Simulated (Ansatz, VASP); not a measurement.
**One calculation of ZrB, two programs**

```
CELL_PARAMETERS angstrom
0.00000 2.25525 2.35988
2.25525 0.00000 2.35988
2.25525 2.25525 0.00000
ATOMIC_POSITIONS crystal
Zr 0.00000 0.00000 0.00000
B 0.50000 0.50000 0.50000
```

Change from the starting cell: strain -0.030 along x and y, +0.015 along z, atoms carried along.

Alike in both runs: task single point; functional PBE; k mesh 18 × 18 × 18; occupations gaussian, width 0.15 eV; no spin polarisation.

```csv
,VASP,Ansatz
version,VASP 6.6.1,Ansatz 0.2.0
potentials or method,"VASP PAW PBE potentials, release 64 (Zr_sv, B), cutoff 520 eV","scalar-relativistic, plane waves, PAW"
valence electrons in the cell,15,15
```

|  | VASP | Ansatz | Ansatz less VASP |
| --- | --- | --- | --- |
| gap on the k mesh at the Fermi level (eV) | none | none | - |
| pressure (GPa) | 49.5 | 49.3 | -0.18 |
| traceless stress, the component that is largest in VASP (GPa) | -16.47 | -16.45 | +0.016 |

A gap of «none» marks a metal or a gap that the smearing closes. Both programs put the cell under a high pressure, so it lies far from rest at this level.
